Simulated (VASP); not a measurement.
# HgTe (Fm-3m) in VASP: settings compared

HgTe is run at these levels: PBEsol, PBE, LDA; tasks: single point, relaxation of cell and atoms.

All numbers are computed with VASP 6.6.1; they aren't measurements. Logs are shortened: lines on timing, memory, paths and dates and some standing lists are left out, and cuts for length are marked.

## Step 1: The cell of the first run

Symmetry: Fm-3m, No. 225, cubic system. Conventional cell: a = 6.360 Å, b = 6.360 Å, c = 6.360 Å, α = 90.00°, β = 90.00°, γ = 90.00°. Hg (site symmetry m-3m) has 6 Te at 3.18 Å within 4.2 Å. Within 4.2 Å of Te (site symmetry m-3m) lie 6 Hg at 3.18 Å.

## Step 2: Single point, PBEsol

Contents of INCAR:

```
PREC = Accurate
ENCUT = 520
EDIFF = 1E-6
ISMEAR = -1
SIGMA = 0.05
LREAL = False
LASPH = True
NELM = 80
ALGO = Normal
ISIF = 2
LWAVE = False
LCHARG = False
GGA = PS
NBANDS = 16
```

Contents of KPOINTS:

```
Automatic mesh
0
Gamma
  7 7 7
```

Contents of POSCAR:

```
HgTe
1.0
    0.0000000000      3.1800000000      3.1800000000
    3.1800000000      0.0000000000      3.1800000000
    3.1800000000      3.1800000000      0.0000000000
Hg Te
1 1
Direct
    0.0000000000      0.0000000000      0.0000000000
    0.5000000000      0.5000000000      0.5000000000
```

Potentials or basis: VASP PAW PBE potentials, release 64 (Hg, Te).

The run is started by

```console
> cat potpaw_PBE.64/Hg/POTCAR potpaw_PBE.64/Te/POTCAR > POTCAR
> mpirun -np 1 vasp_std > vasp.out
```

OUTCAR:

```text
PREC = Accurate
   ENCUT = 520
   EDIFF = 1E-6
   ISMEAR = -1
   LREAL = False
   LASPH = True
   NELM = 80
   ISIF = 2
   GGA = PS

 ion  position               nearest neighbor table
   1  0.000  0.000  0.000-   2 3.18   2 3.18   2 3.18   2 3.18   2 3.18   2 3.18
   2  0.500  0.500  0.500-   1 3.18   1 3.18   1 3.18   1 3.18   1 3.18   1 3.18

  LATTYP: Found a face centered cubic cell.
 ALAT       =     6.3600000000

  Lattice vectors:

 A1 = (   0.0000000000,   3.1800000000,   3.1800000000)
 A2 = (   3.1800000000,   0.0000000000,   3.1800000000)
 A3 = (   3.1800000000,   3.1800000000,   0.0000000000)

Analysis of symmetry for initial positions (statically):
=====================================================================
 Subroutine PRICEL returns:
 Original cell was already a primitive cell.

 Routine SETGRP: Setting up the symmetry group for a
 face centered cubic supercell.

 Subroutine GETGRP returns: Found 48 space group operations
 (whereof 48 operations were pure point group operations)
 out of a pool of 48 trial point group operations.

The static configuration has the point symmetry O_h .

Analysis of symmetry for dynamics (positions and initial velocities):
=====================================================================
 Subroutine PRICEL returns:
 Original cell was already a primitive cell.

 Routine SETGRP: Setting up the symmetry group for a
 face centered cubic supercell.

 Subroutine GETGRP returns: Found 48 space group operations
 (whereof 48 operations were pure point group operations)
 out of a pool of 48 trial point group operations.

The dynamic configuration has the point symmetry O_h .

 Subroutine INISYM returns: Found 48 space group operations
 (whereof 48 operations are pure point group operations),
 and found     1 'primitive' translations

----------------------------------------------------------------------------------------

                                     Primitive cell

  volume of cell :      64.3149

  direct lattice vectors                    reciprocal lattice vectors
     0.000000000  3.180000000  3.180000000    -0.157232704  0.157232704  0.157232704
     3.180000000  0.000000000  3.180000000     0.157232704 -0.157232704  0.157232704
     3.180000000  3.180000000  0.000000000     0.157232704  0.157232704 -0.157232704

  length of vectors
     4.497199128  4.497199128  4.497199128     0.272335033  0.272335033  0.272335033

  position of ions in fractional coordinates (direct lattice)
     0.000000000  0.000000000  0.000000000
     0.500000000  0.500000000  0.500000000

  ion indices of the primitive-cell ions
   primitive index   ion index
                 1           1
                 2           2

----------------------------------------------------------------------------------------

 KPOINTS: Automatic mesh

Automatic generation of k-mesh.
 Grid dimensions read from file:
 generate k-points for:    7    7    7

 Generating k-lattice:

  Cartesian coordinates                     Fractional coordinates (reciprocal lattice)
    -0.022461815  0.022461815  0.022461815     0.142857143  0.000000000  0.000000000
     0.022461815 -0.022461815  0.022461815     0.000000000  0.142857143  0.000000000
     0.022461815  0.022461815 -0.022461815     0.000000000  0.000000000  0.142857143

  Length of vectors
     0.038905005  0.038905005  0.038905005

  Shift w.r.t. Gamma in fractional coordinates (k-lattice)
     0.000000000  0.000000000  0.000000000

 Subroutine IBZKPT returns following result:
 ===========================================

 Found     20 irreducible k-points:

 Following reciprocal coordinates:
            Coordinates               Weight
  0.000000  0.000000  0.000000      1.000000
  0.142857  0.000000  0.000000      8.000000
  0.285714  0.000000  0.000000      8.000000
  0.428571  0.000000  0.000000      8.000000
  0.142857  0.142857  0.000000      6.000000
  0.285714  0.142857  0.000000     24.000000
[... 12 lines left out ...]
 -0.428571  0.428571  0.142857     24.000000
 -0.285714  0.428571  0.142857     24.000000
   k-points           NKPTS =     20   k-points in BZ     NKDIM =     20   number of bands    NBANDS=     16
   number of dos      NEDOS =    301   number of ions     NIONS =      2
   total plane-waves  NPLWV =  46656
   dimension x,y,z NGX =    36 NGY =   36 NGZ =   36
   dimension x,y,z NGXF=    72 NGYF=   72 NGZF=   72
   ions per type =               1   1
   NGX,Y,Z   is equivalent  to a cutoff of  13.31, 13.31, 13.31 a.u.
   NGXF,Y,Z  is equivalent  to a cutoff of  26.62, 26.62, 26.62 a.u.
 SYSTEM =  unknown system
   PREC   = accura    normal or accurate (medium, high low for compatibility)
   ISTART =      0    job   : 0-new  1-cont  2-samecut
   ICHARG =      2    charge: 1-file 2-atom 10-const
   ISPIN  =      1    spin polarized calculation?
   LNONCOLLINEAR =      F non collinear calculations
   LSORBIT =      F    spin-orbit coupling
   LASPH  =      T    aspherical Exc in radial PAW
   ENCUT  =  520.0 eV  38.22 Ry    6.18 a.u.   8.36  8.36  8.36*2*pi/ulx,y,z
   NELM   =     80;   NELMIN=  2; NELMDL= -5     # of ELM steps
   EDIFF  = 0.1E-05   stopping-criterion for ELM
   LREAL  =      F    real-space projection
   EDIFFG = 0.1E-04   stopping-criterion for IOM
   NSW    =      0    number of steps for IOM
   IBRION =     -1    ionic relax: 0-MD 1-quasi-New 2-CG
   NFREE  =      0    steps in history (QN), initial steepest desc. (CG)
   ISIF   =      2    stress and relaxation
   ISYM   =      2    0-nonsym 1-usesym 2-fastsym
   POTIM  = 0.5000    time-step for ionic-motion
   TEBEG  =    0.0;   TEEND  =   0.0 temperature during run
   PSTRESS=    0.0 pullay stress
   NELECT =      18.0000    total number of electrons
   NUPDOWN=      -1.0000    fix difference up-down
   EMIN   =  10.00;   EMAX   =-10.00  energy-range for DOS
   EFERMI =   0.00;   METHOD = LEGACY
   ISMEAR =    -1;   SIGMA  =   0.05  broadening in eV -4-tet -1-fermi 0-gaus
   EFERMI_NEDOS =   21; number of points for ismear=-14 and -15
   IALGO  =     38    algorithm
   IMIX   =      4    mixing-type and parameters
     AMIX     =   0.40;   BMIX     =  1.00
     AMIX_MAG =   1.60;   BMIX_MAG =  1.00
  volume/ion in A,a.u.               =      32.16       217.01
  Fermi-wavevector in a.u.,A,eV,Ry     =   1.070850  2.023613 15.602062  1.146719
  Thomas-Fermi vector in A             =   2.206572
   LORBIT       =      0    0 simple, 1 ext, 2 COOP (PROOUT), +10 PAW based schemes
   GGA     = PS    functional components
   LHFCALC =     F    Hartree Fock is set to
   AEXX    =    0.0000 exact exchange contribution
   IVDW    =     0    specifies the selected vdW correction
   LEPSILON=     F    determine dielectric tensor
   LRPA    =     F    only Hartree local field effects (RPA)
 non-spin polarized calculation
  energy-cutoff  :      520.00
  volume of cell :       64.31
 maximum number of plane-waves:      1759
 NGX is ok and might be reduce to    36
   NGX = 17   NGY = 17   NGZ = 17

 number of electron      17.9999998 magnetization

 Free energy of the ion-electron system (eV)
  ---------------------------------------------------
  ext. energy  EPLUGINS =         0.00000000
  ---------------------------------------------------
  free energy    TOTEN  =        -3.98549358 eV

  energy without entropy =       -3.97687237  energy(sigma->0) =       -3.98118297

 E-fermi :   2.9594     XC(G=0):  -9.4596

 val. band max:        2.9456820924   @ k =  -0.1429   0.1429   0.0000
 cond. band min:       3.0542793371   @ k =   0.4286   0.0000   0.0000
 fundamental gap:      0.1085972447
 Fermi energy:         2.9594112292

 k-point     1 :       0.0000    0.0000    0.0000
  band No.  band energies     occupation
      1      -8.3526      2.00000
      2      -3.3208      2.00000
      3      -3.3208      2.00000
      4      -3.2685      2.00000
      5      -3.2685      2.00000
      6      -3.2685      2.00000
[... 8 lines left out ...]
     15      10.4447      0.00000
     16      10.4447      0.00000

 k-point     2 :       0.1429    0.0000    0.0000
  band No.  band energies     occupation
      1      -8.2175      2.00000
      2      -3.3660      2.00000
      3      -3.3660      2.00000
      4      -3.2834      2.00000
      5      -3.2494      2.00000
      6      -3.2494      2.00000
[... 8 lines left out ...]
     15      10.9233      0.00000
     16      10.9233      0.00000

 k-point     3 :       0.2857    0.0000    0.0000
  band No.  band energies     occupation
      1      -7.8695      2.00000
      2      -3.4703      2.00000
      3      -3.4703      2.00000
      4      -3.3523      2.00000
      5      -3.1984      2.00000
      6      -3.1984      2.00000
[... 8 lines left out ...]
     15      11.8543      0.00000
     16      11.8543      0.00000

 k-point     4 :       0.4286    0.0000    0.0000
  band No.  band energies     occupation
      1      -7.5239      2.00000
      2      -3.5507      2.00000
      3      -3.5507      2.00000
      4      -3.5009      2.00000
      5      -3.1558      2.00000
      6      -3.1558      2.00000
[... 8 lines left out ...]
     15      13.1840      0.00000
     16      13.1840      0.00000
[... 248 lines left out ...]
 k-point    18 :      -0.4286    0.2857    0.1429
  band No.  band energies     occupation
      1      -7.4936      2.00000
      2      -3.4914      2.00000
      3      -3.3669      2.00000
      4      -3.3092      2.00000
      5      -3.1387      2.00000
      6      -3.0947      2.00000
[... 8 lines left out ...]
     15      12.7468      0.00000
     16      14.0416      0.00000

 k-point    19 :      -0.4286    0.4286    0.1429
  band No.  band energies     occupation
      1      -7.5200      2.00000
      2      -3.3749      2.00000
      3      -3.3307      2.00000
      4      -3.1939      2.00000
      5      -3.1082      2.00000
      6      -2.9253      2.00000
[... 8 lines left out ...]
     15      13.7678      0.00000
     16      15.2596      0.00000

 k-point    20 :      -0.2857    0.4286    0.1429
  band No.  band energies     occupation
      1      -7.4626      2.00000
      2      -3.4608      2.00000
      3      -3.3062      2.00000
      4      -3.2404      2.00000
      5      -3.1077      2.00000
      6      -2.9041      2.00000
[... 8 lines left out ...]
     15      12.9147      0.00000
     16      15.0605      0.00000

------------------------ aborting loop because EDIFF is reached ----------------------------------------

  FORCE on cell =-STRESS in cart. coord.  units (eV):
  Direction    XX          YY          ZZ          XY          YZ          ZX
  --------------------------------------------------------------------------------------
  -------------------------------------------------------------------------------------
  Total       -2.5677840     -2.5677840     -2.5677840      0.0000000      0.0000000      0.0000000
  in kB      -63.9672551    -63.9672551    -63.9672551      0.0000000      0.0000000      0.0000000
  external PRESSURE =     -63.9672551 kB  Pullay stress =       0.0000000 kB

 VOLUME and BASIS-vectors are now :
 -----------------------------------------------------------------------------
  energy-cutoff  :      520.00
  volume of cell :       64.31
      direct lattice vectors                 reciprocal lattice vectors
     0.000000000  3.180000000  3.180000000    -0.157232704  0.157232704  0.157232704
     3.180000000  0.000000000  3.180000000     0.157232704 -0.157232704  0.157232704
     3.180000000  3.180000000  0.000000000     0.157232704  0.157232704 -0.157232704

 POSITION                                       TOTAL-FORCE (eV/Angst)
 -----------------------------------------------------------------------------------
      0.00000      0.00000      0.00000        -0.000000      0.000000      0.000000
      3.18000      3.18000      3.18000         0.000000     -0.000000     -0.000000
 -----------------------------------------------------------------------------------
    total drift:                               -0.000000      0.000000      0.000000

  FREE ENERGIE OF THE ION-ELECTRON SYSTEM (eV)
  ---------------------------------------------------
  free  energy   TOTEN  =        -3.9854935764 eV

  energy  without entropy=       -3.9768723721  energy(sigma->0) =       -3.98118297
```

Wall time 15 s (1 thread of AMD EPYC 9R45 (Zen 5), shared host); peak memory 0.18 GiB.

What came out:

| Quantity | Value |
| --- | --- |
| Free energy | -3.9855 eV |
| Pressure | -6.4 GPa |
| Band gap on the k mesh | zero (band 9 reaches 3.11 eV, above the bottom of band 10 at 1.17 eV) |

Levels at points of the mesh, in eV from the Fermi level:
| k point | band 7 | band 8 | band 9 | band 10 | band 11 | band 12 |
| --- | --- | --- | --- | --- | --- | --- |
| (0.00, 0.00, 0.00) | -1.48 | -0.57 | -0.57 | -0.57 | 7.39 | 7.39 |

Caveat: the PAW data sets were made with another functional, which shifts forces and pressure a little; spin-orbit coupling is left out, which moves the levels of the heavy elements.

(Part 1 of 2 ends here.)
